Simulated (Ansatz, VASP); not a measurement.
Two plane-wave programs on SiC

```
Si C
1.0
     0.00000    2.16774    2.16774
     2.16774    0.00000    2.16774
     2.16774    2.16774    0.00000
Si C
1 1
Direct
  0.25000 0.25000 0.25000
  0.00000 0.00000 0.00000
```

Alike in both runs: task single point; functional PBE; k mesh 8 × 8 × 8; no spin polarisation.

|  | VASP | Ansatz |
| --- | --- | --- |
| version | VASP 6.6.1 | Ansatz 0.2.0 |
| potentials or method | VASP PAW PBE potentials, release 64 (Si, C) | plane waves, PAW |
| plane-wave cutoff (eV) | 600 | 420 |
| occupations | gaussian, width 0.01 eV | fixed |
| valence electrons in the cell | 8 | 8 |

VASP gave:

```
gap on the k mesh at the Fermi level (eV) : 1.34
pressure (GPa)                            : 6.7
```

Estimate Ansatz's values.

gap on the k mesh at the Fermi level (eV): 1.34; pressure (GPa): 6.9.
